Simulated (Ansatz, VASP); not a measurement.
# AlN: VASP beside Ansatz

File INCAR:

```
SYSTEM = AlN
PREC = Accurate
ENCUT = 520
EDIFF = 1E-6
ISMEAR = 0
SIGMA = 0.01
LREAL = .FALSE.
LASPH = .TRUE.
NELM = 60
ALGO = Normal
ISIF = 2
LWAVE = .FALSE.
LCHARG = .FALSE.
GGA = PE
NBANDS = 11
```

The input KPOINTS:

```
regular mesh
0
G
  8 8 8
  0 0 0
```

POSCAR

```
AlN
1.0
    0.0000000000      2.1848764127      2.1848764127
    2.1848764127      0.0000000000      2.1848764127
    2.1848764127      2.1848764127      0.0000000000
Al N
1 1
Direct
    0.0000000000      0.0000000000      0.0000000000
    0.2500000000      0.2500000000      0.2500000000
```

Input for Ansatz:

```yaml
crystal:
  lattice:
    - [0.0, 2.1848764127, 2.1848764127]
    - [2.1848764127, 0.0, 2.1848764127]
    - [2.1848764127, 2.1848764127, 0.0]
  atoms:
    - { symbol: Al, position: [0.0, 0.0, 0.0] }
    - { symbol: "N", position: [0.25, 0.25, 0.25] }
kpoints:
  mp_grid: { grid: [8, 8, 8] }
hamiltonian:
  xc: pbe
scf:
  occupations: { method: fixed }
output:
  optics:
    e_range: [0, 17]
    de: 0.05
    sigma: 0.1
    bands: { spectra_wanted_up_to: 17 }
    scissors: 1.373
```

Alike in both runs: task single point; functional PBE; k mesh 8 × 8 × 8; no spin polarisation.

```csv
,VASP,Ansatz
version,VASP 6.6.1,Ansatz 0.2.0
potentials or method,"VASP PAW PBE potentials, release 64 (Al, N)","plane waves, PAW"
plane-wave cutoff (eV),520,420
occupations,"gaussian, width 0.01 eV",fixed
valence electrons in the cell,8,8
```

```csv
,VASP,Ansatz,Ansatz less VASP
gap on the k mesh at the Fermi level (eV),3.32,3.33,+0.008
```
